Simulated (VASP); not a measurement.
# YPO4 in VASP: single point with slater exchange, pbe correlation

Aim: the single point of YPO4 with slater exchange, pbe correlation.

All numbers are computed with VASP 6.6.1; they aren't measurements. Logs are shortened: lines on timing, memory, paths and dates and some standing lists are left out, and cuts for length are marked.

### 1 The cell of the first run

The cell holds a disordered packing, 12 atoms: a = 6.404 Å, b = 5.205 Å, c = 5.147 Å, α = 81.88°, β = 72.13°, γ = 87.33°.

### 2 Single point, slater exchange, pbe correlation

POSCAR reads:

```
YPO4
1.0
    6.3261920000     -0.0254150000      0.9956710000
    0.1573090000      5.1562680000      0.6902180000
    0.7989170000      0.0291110000      5.0847310000
Y P O
2 2 8
Direct
    0.0354770000      0.6671100000      0.4741390000
    0.4705800000      0.2080970000      0.3325710000
    0.1760090000      0.9044820000      0.8866710000
    0.3933770000      0.4870490000      0.8231260000
    0.6020660000      0.8134840000      0.6581220000
    0.0515680000      0.1693100000      0.2438730000
    0.6592540000      0.6545220000      0.3461950000
    0.0423530000      0.1478890000      0.6089760000
    0.4763380000      0.0815830000      0.8506680000
    0.7593000000      0.1120660000      0.6177680000
    0.0880300000      0.3074840000      0.8829620000
    0.5428940000      0.7065760000      0.0562640000
```

INCAR.step1 reads:

```
SYSTEM = YPO4
PREC     = Accurate       ! precision mode
ENCUT    = 520            ! plane-wave cutoff, eV
EDIFF    = 1E-6           ! SCF threshold, eV
ISMEAR   = 1              ! smearing method
SIGMA    = 0.0761         ! smearing width, eV
LREAL    = .FALSE.        ! projectors in reciprocal space
LASPH    = .TRUE.         ! aspherical terms in the spheres
NELM     = 120            ! most SCF steps
ALGO     = Normal         ! electronic algorithm
ISIF     = 2              ! what is computed and relaxed
LWAVE    = .FALSE.        ! write WAVECAR
LCHARG   = .TRUE.         ! write CHGCAR
LMAXMIX  = 4              ! l up to which the mixer works
GGA      = LIBXC          ! functional
LIBXC1   = LDA_X        
LIBXC2   = GGA_C_PBE    
NBANDS   = 52             ! bands
GGA_COMPAT= .FALSE.      
NEDOS    = 2001           ! points of the DOS
LORBIT   = 11             ! projections on sites
```

KPOINTS.step1 reads:

```
regular mesh
0
G
  3 4 4
  0 0 0
```

INCAR.step2 reads:

```
SYSTEM = YPO4
PREC     = Accurate       ! precision mode
ENCUT    = 520            ! plane-wave cutoff, eV
EDIFF    = 1E-6           ! SCF threshold, eV
ISMEAR   = -5             ! smearing method
SIGMA    = 0.0761         ! smearing width, eV
LREAL    = .FALSE.        ! projectors in reciprocal space
LASPH    = .TRUE.         ! aspherical terms in the spheres
NELM     = 120            ! most SCF steps
ALGO     = Normal         ! electronic algorithm
ISIF     = 2              ! what is computed and relaxed
LWAVE    = .FALSE.        ! write WAVECAR
LCHARG   = .FALSE.        ! write CHGCAR
LMAXMIX  = 4              ! l up to which the mixer works
GGA      = LIBXC          ! functional
LIBXC1   = LDA_X        
LIBXC2   = GGA_C_PBE    
LORBIT   = 11             ! projections on sites
NEDOS    = 2001           ! points of the DOS
ICHARG   = 11             ! starting density
GGA_COMPAT= .FALSE.
```

KPOINTS.step2 reads:

```
regular mesh
0
G
  5 6 6
  0 0 0
```

Potentials or basis: VASP PAW PBE potentials, release 64 (Y_sv, P, O).

Launch:

```
cat potpaw_PBE.64/Y_sv/POTCAR potpaw_PBE.64/P/POTCAR potpaw_PBE.64/O/POTCAR > POTCAR
cp INCAR.step1 INCAR
cp KPOINTS.step1 KPOINTS
mpirun -np 1 vasp_std > vasp.out
cp INCAR.step2 INCAR
cp KPOINTS.step2 KPOINTS
mpirun -np 1 vasp_std > vasp.out
```

OUTCAR:

```text
SYSTEM = YPO4
   PREC = Accurate
   ENCUT = 520
   EDIFF = 1E-6
   ISMEAR = -5
   LREAL = .FALSE.
   LASPH = .TRUE.
   NELM = 120
   ISIF = 2
   GGA = LIBXC
   LORBIT = 11
   ICHARG = 11

 ion  position               nearest neighbor table
   1  0.035  0.667  0.474-   7 2.69   8 2.70   8 2.70  11 2.70   6 2.71   5 2.75  10 2.89   3 2.98
                             3 2.98   6 2.98   4 3.35   2 3.55   4 3.65   2 3.89
   2  0.471  0.208  0.333-   9 2.64   9 2.67  10 2.68   8 2.68   7 2.69   5 2.73  12 2.76   6 2.88
                             4 2.98   4 2.99   7 3.07  12 3.10   3 3.15   1 3.55   1 3.89
   3  0.176  0.904  0.887-   9 2.12   8 2.13  11 2.15   6 2.37   4 2.53   1 2.98   1 2.98   2 3.15

   4  0.393  0.487  0.823-   5 2.12  11 2.12   9 2.15  12 2.20   3 2.53   2 2.98   2 2.99   1 3.35
                             1 3.65
   5  0.602  0.813  0.658-   9 1.84   7 1.84  10 1.84   4 2.12   2 2.73   1 2.75
   6  0.052  0.169  0.244-  11 1.84   8 1.85   3 2.37   1 2.71   2 2.88   1 2.98
   7  0.659  0.655  0.346-   5 1.84  12 1.85   2 2.69   1 2.69   2 3.07
   8  0.042  0.148  0.609-  10 1.82  11 1.84   6 1.85   3 2.13   2 2.68   1 2.70   1 2.70
   9  0.476  0.082  0.851-   5 1.84  10 1.84   3 2.12   4 2.15   2 2.64   2 2.67
  10  0.759  0.112  0.618-   8 1.82   9 1.84   5 1.84   2 2.68   1 2.89
  11  0.088  0.307  0.883-   8 1.84   6 1.84   4 2.12   3 2.15   1 2.70
  12  0.543  0.707  0.056-   7 1.85   4 2.20   2 2.76   2 3.10

  LATTYP: Found a triclinic cell.
 ALAT       =     8.0621496957
 B/A-ratio  =     1.5195350954
 C/A-ratio  =     0.6455644257
 COS(alpha) =     0.0107065101
 COS(beta)  =     0.6085927951
 COS(gamma) =     0.7349812867

  Lattice vectors:

 A1 = (  -6.1688830000,   5.1816830000,  -0.3054530000)
 A2 = ( -11.8534670000,   0.0799410000,   3.0933890000)
 A3 = (   0.1573090000,   5.1562680000,   0.6902180000)

Analysis of symmetry for initial positions (statically):
=====================================================================
 Subroutine PRICEL returns:
 Original cell was already a primitive cell.

 Routine SETGRP: Setting up the symmetry group for a
 triclinic supercell.

 Subroutine GETGRP returns: Found  1 space group operations
 (whereof  1 operations were pure point group operations)
 out of a pool of  2 trial point group operations.

The static configuration has the point symmetry C_1 .

Analysis of symmetry for dynamics (positions and initial velocities):
=====================================================================
 Subroutine PRICEL returns:
 Original cell was already a primitive cell.

 Routine SETGRP: Setting up the symmetry group for a
 triclinic supercell.

 Subroutine GETGRP returns: Found  1 space group operations
 (whereof  1 operations were pure point group operations)
 out of a pool of  2 trial point group operations.

The dynamic configuration has the point symmetry C_1 .

 Subroutine INISYM returns: Found  1 space group operations
 (whereof  1 operations are pure point group operations),
 and found     1 'primitive' translations

----------------------------------------------------------------------------------------

                                     Primitive cell

  volume of cell :     161.6438

  direct lattice vectors                    reciprocal lattice vectors
     6.326192000 -0.025415000  0.995671000     0.162073334 -0.001537004 -0.025456292
     0.157309000  5.156268000  0.690218000     0.000978778  0.194078178 -0.001264919
     0.798917000  0.029111000  5.084731000    -0.031869393 -0.026043836  0.201823688

  length of vectors
     6.404116792  5.204637038  5.147193912     0.164067519  0.194084768  0.205977524

  position of ions in fractional coordinates (direct lattice)
     0.035477000  0.667110000  0.474139000
     0.470580000  0.208097000  0.332571000
     0.176009000  0.904482000  0.886671000
     0.393377000  0.487049000  0.823126000
     0.602066000  0.813484000  0.658122000
     0.051568000  0.169310000  0.243873000
     0.659254000  0.654522000  0.346195000
     0.042353000  0.147889000  0.608976000
     0.476338000  0.081583000  0.850668000
[... 48 lines left out ...]
            Coordinates               Weight
  0.000000  0.000000  0.000000      1.000000
  0.200000 -0.000000 -0.000000      2.000000
  0.400000 -0.000000 -0.000000      2.000000
 -0.000000  0.166667 -0.000000      2.000000
  0.200000  0.166667  0.000000      2.000000
  0.400000  0.166667  0.000000      2.000000
[... 16 lines left out ...]
  0.200000  0.166667  0.166667      2.000000
  0.400000  0.166667  0.166667      2.000000
 [... further k-points ...]
   k-points           NKPTS =     92   k-points in BZ     NKDIM =     92   number of bands    NBANDS=     48
   number of dos      NEDOS =   2001   number of ions     NIONS =     12
   total plane-waves  NPLWV =  76800
   dimension x,y,z NGX =    48 NGY =   40 NGZ =   40
   dimension x,y,z NGXF=    96 NGYF=   80 NGZF=   80
   ions per type =               2   2   8
   NGX,Y,Z   is equivalent  to a cutoff of  12.46, 12.78, 12.92 a.u.
   NGXF,Y,Z  is equivalent  to a cutoff of  24.92, 25.55, 25.84 a.u.
 SYSTEM =  YPO4
   PREC   = accura    normal or accurate (medium, high low for compatibility)
   ISTART =      0    job   : 0-new  1-cont  2-samecut
   ICHARG =     11    charge: 1-file 2-atom 10-const
   ISPIN  =      1    spin polarized calculation?
   LNONCOLLINEAR =      F non collinear calculations
   LSORBIT =      F    spin-orbit coupling
   LASPH  =      T    aspherical Exc in radial PAW
   ENCUT  =  520.0 eV  38.22 Ry    6.18 a.u.  11.91  9.68  9.57*2*pi/ulx,y,z
   NELM   =    120;   NELMIN=  2; NELMDL=  0     # of ELM steps
   EDIFF  = 0.1E-05   stopping-criterion for ELM
   LREAL  =      F    real-space projection
   EDIFFG = 0.1E-04   stopping-criterion for IOM
   NSW    =      0    number of steps for IOM
   IBRION =     -1    ionic relax: 0-MD 1-quasi-New 2-CG
   NFREE  =      0    steps in history (QN), initial steepest desc. (CG)
   ISIF   =      2    stress and relaxation
   ISYM   =      2    0-nonsym 1-usesym 2-fastsym
   POTIM  = 0.5000    time-step for ionic-motion
   TEBEG  =    0.0;   TEEND  =   0.0 temperature during run
   PSTRESS=    0.0 pullay stress
   NELECT =      80.0000    total number of electrons
   NUPDOWN=      -1.0000    fix difference up-down
   EMIN   =  10.00;   EMAX   =-10.00  energy-range for DOS
   EFERMI =   0.00;   METHOD = LEGACY
   ISMEAR =    -5;   SIGMA  =   0.08  broadening in eV -4-tet -1-fermi 0-gaus
   EFERMI_NEDOS =   21; number of points for ismear=-14 and -15
   IALGO  =     38    algorithm
   IMIX   =      4    mixing-type and parameters
     AMIX     =   0.40;   BMIX     =  1.00
     AMIX_MAG =   1.60;   BMIX_MAG =  1.00
  volume/ion in A,a.u.               =      13.47        90.90
  Fermi-wavevector in a.u.,A,eV,Ry     =   1.294947  2.447094 22.815427  1.676887
  Thomas-Fermi vector in A             =   2.426497
   LORBIT       =     11    0 simple, 1 ext, 2 COOP (PROOUT), +10 PAW based schemes
   GGA     = LIBXC    functional components
   LHFCALC =     F    Hartree Fock is set to
   AEXX    =    0.0000 exact exchange contribution
   IVDW    =     0    specifies the selected vdW correction
   LEPSILON=     F    determine dielectric tensor
   LRPA    =     F    only Hartree local field effects (RPA)
 non-spin polarized calculation
 Fermi weights with tetrahedron method with Bloechl corrections
  energy-cutoff  :      520.00
  volume of cell :      161.64
 maximum number of plane-waves:      4375

 number of electron      80.0000005 magnetization

 Free energy of the ion-electron system (eV)
  ---------------------------------------------------
  ext. energy  EPLUGINS =         0.00000000
  ---------------------------------------------------
  free energy    TOTEN  =       -79.97406605 eV

  energy without entropy =      -79.97406605  energy(sigma->0) =      -79.97406605

 E-fermi :   4.0721     XC(G=0): -10.9705

 val. band max:        4.1105393452   @ k =   0.0000   0.1667   0.1667
 cond. band min:       4.0205546387   @ k =  -0.4000   0.3333   0.5000
 fundamental gap:     -0.0899847065
 Fermi energy:         4.0720892796

 k-point     1 :       0.0000    0.0000    0.0000
  band No.  band energies     occupation
      1     -39.2825      2.00000
      2     -39.1897      2.00000
      3     -19.3921      2.00000
      4     -19.3048      2.00000
      5     -19.3026      2.00000
      6     -19.2271      2.00000
[... 1213 lines left out ...]
     47       6.0329      0.00000
     48       6.2415      0.00000

 [... further k-points ...]

------------------------ aborting loop because EDIFF is reached ----------------------------------------

  FORCE on cell =-STRESS in cart. coord.  units (eV):
  Direction    XX          YY          ZZ          XY          YZ          ZX
  --------------------------------------------------------------------------------------
  -------------------------------------------------------------------------------------
  Total      -17.8356921    -24.1249225     -6.7106853     -0.7706038      2.5194624     -4.3737681
  in kB     -176.7834516   -239.1209187    -66.5148346     -7.6380547     24.9723561    -43.3518260
  external PRESSURE =    -160.8064016 kB  Pullay stress =       0.0000000 kB

 VOLUME and BASIS-vectors are now :
 -----------------------------------------------------------------------------
  energy-cutoff  :      520.00
  volume of cell :      161.64
      direct lattice vectors                 reciprocal lattice vectors
     6.326192000 -0.025415000  0.995671000     0.162073334 -0.001537004 -0.025456292
     0.157309000  5.156268000  0.690218000     0.000978778  0.194078178 -0.001264919
     0.798917000  0.029111000  5.084731000    -0.031869393 -0.026043836  0.201823688

 POSITION                                       TOTAL-FORCE (eV/Angst)
 -----------------------------------------------------------------------------------
      0.70817      3.45270      2.90664        -2.190840      0.762525     -0.208056
      3.27541      1.07073      2.30321         1.298765     -0.496180      0.552871
      1.96413      4.68509      5.30802         0.622693      1.137086      0.153997
      3.22280      2.52532      4.91322        -1.126752      1.016042     -0.080708
      4.46254      4.19840      4.50731        -0.416706     -3.600961     -2.390022
      0.54770      0.87880      1.40823         1.471743     -0.158222      0.295789
      4.55011      3.36821      2.86847         0.161368     -0.484363     -0.391396
      0.77772      0.77921      3.24072         0.811141     -0.706947     -1.626388
      3.70585      0.43332      4.85600        -2.616811      3.038872      0.622612
      5.31465      0.57653      3.97455         0.129509      1.190518     -0.210046
      1.31068      1.60894      4.78950         1.899316      0.719451      0.949453
      3.59055      3.63114      1.31432        -0.043424     -2.417821      2.331894
 -----------------------------------------------------------------------------------
    total drift:                                0.001856      0.074420      0.042400

  FREE ENERGIE OF THE ION-ELECTRON SYSTEM (eV)
  ---------------------------------------------------
  free  energy   TOTEN  =       -79.9740660499 eV

  energy  without entropy=      -79.9740660499  energy(sigma->0) =      -79.97406605

 total charge

# of ion       s       p       d       f       tot
--------------------------------------------------
    1        2.138   6.149   0.723   0.045   9.055
    2        2.127   6.174   0.746   0.053   9.099
    3        1.114   1.122   0.000   0.000   2.237
    4        1.146   1.069   0.000   0.000   2.214
    5        1.654   3.066   0.000   0.000   4.720
    6        1.631   3.082   0.000   0.000   4.713
    7        1.615   3.084   0.000   0.000   4.699
    8        1.648   3.088   0.000   0.000   4.736
    9        1.634   3.135   0.000   0.000   4.769
   10        1.642   3.053   0.000   0.000   4.695
   11        1.625   3.126   0.000   0.000   4.752
   12        1.631   3.064   0.000   0.000   4.695
--------------------------------------------------
tot         19.605  39.213   1.469   0.097  60.384
```

Run time: 20 min. Hardware: 1 thread of Intel Xeon Platinum 8488C (Sapphire Rapids), shared host; peak memory 0.67 GiB.

Results:

| Quantity | Value |
| --- | --- |
| Valence electrons inside the program's atomic spheres | Y 9.05, 9.10; P 2.24, 2.21; O 4.72, 4.71, 4.70, 4.74, 4.77, 4.75 (each value once) |

Caveat: the PAW data sets were made with another functional, which shifts forces and pressure a little; tetrahedron occupations give inexact forces and stress in metals.
